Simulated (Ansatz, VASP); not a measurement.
**One calculation of MgSe, two programs**

```xyz
2
Lattice="0.0000 2.6980 2.6980 2.6980 0.0000 2.6980 2.6980 2.6980 0.0000" Properties=species:S:1:pos:R:3 pbc="T T T"
Mg    0.0000    0.0000    0.0000
Se    2.6980    2.6980    2.6980
```

Alike in both runs: task single point; functional PBE; k mesh 6 × 6 × 6; no spin polarisation.

|  | VASP | Ansatz |
| --- | --- | --- |
| version | VASP 6.6.1 | Ansatz 0.2.0 |
| potentials or method | VASP PAW PBE potentials, release 64 (Mg, Se) | plane waves, PAW |
| plane-wave cutoff (eV) | 600 | 420 |
| occupations | gaussian, width 0.01 eV | fixed |
| valence electrons in the cell | 8 | 26 |

```tsv
	VASP	Ansatz	Ansatz less VASP
gap on the k mesh at the Fermi level (eV)	1.85	1.87	+0.022
pressure (GPa)	4.2	4.3	+0.12
```

VASP's potentials hold 8 valence electrons a cell and Ansatz's 26, so a difference there can come from the potentials and not from the codes.
